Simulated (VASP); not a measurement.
Crystal: H.

```
H
1.0
     1.97422    0.00000    0.00000
    -0.98711    1.70972    0.00000
     0.00000    0.00000    3.17148
H
2
Cartesian
  0.0000 1.1398 0.7929
  0.9871 0.5699 2.3786
```

Base run:

```yaml
Program: VASP 6.6.1
Functional: PBE
Potentials_or_basis: VASP PAW PBE potentials, release 64 (H)
Cutoff: 400 eV
k_mesh: 13 × 13 × 7
Occupations: fermi-dirac, width 0.01 eV
Spin: no spin polarisation
```

Its results: band gap on the k mesh zero (bands 1 and 2 overlap by 9.17 eV); pressure -24.9 GPa.

Question: The run is repeated on the same cell with these changes: cutoff from 400 eV to 500 eV; further incar settings from ALGO = Normal; EDIFF = 1e-08; NBANDS = 8 to ALGO = Normal; EDIFF = 1e-06; NBANDS = 8. What comes out?

Answer: Band gap on the k mesh zero (bands 1 and 2 overlap by 9.16 eV); pressure -24.1 GPa.

Caveats: the cell stands under tension.
